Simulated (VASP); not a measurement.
Wanted: the native input for a VASP 6.6.1 run.

```
Task                   : single point
Functional             : PBE
Potentials or basis    : VASP PAW PBE potentials, release 64 (Pb_d)
Cutoff                 : 500 eV
k mesh                 : 10 × 10 × 10
Occupations            : fermi-dirac, width 0.01 eV
Spin                   : no spin polarisation
Dipole correction      : no
Further INCAR settings : ALGO = Normal; EDIFF = 1e-06; NBANDS = 13
```

The structure of Pb lies in POSCAR:

```
Pb
1.0
    0.0000000000      2.5075897876      2.5075897876
    2.5075897876      0.0000000000      2.5075897876
    2.5075897876      2.5075897876      0.0000000000
Pb
1
Direct
    0.0000000000      0.0000000000      0.0000000000
```

One way to write it, as run:

INCAR

```
SYSTEM = Pb
PREC = Accurate
ENCUT = 500
EDIFF = 1E-6
ISMEAR = -1
SIGMA = 0.01
LREAL = .False.
LASPH = .True.
NELM = 120
ALGO = Normal
ISIF = 2
LWAVE = .False.
LCHARG = .False.
GGA = PE
NBANDS = 13
GGA_COMPAT = .False.
```

KPOINTS

```
Automatic mesh
0
Gamma
  10 10 10
  0 0 0
```

Potentials or basis: VASP PAW PBE potentials, release 64 (Pb_d).

Launch:

```sh
$ cat potpaw_PBE.64/Pb_d/POTCAR > POTCAR
$ mpirun -np 1 vasp_std > vasp.out
```

It gave:

```json
{"Pressure": "0.5 GPa", "Band gap on the k mesh": "zero (bands 7 and 8 overlap by 8.63 eV)"}
```

Caveat: spin-orbit coupling is left out, which moves the levels of the heavy elements.

Run time: 25 s on 1 thread of AMD EPYC 7R43 64-Core Processor (Zen 3) (shared host), peak memory 0.12 GiB.
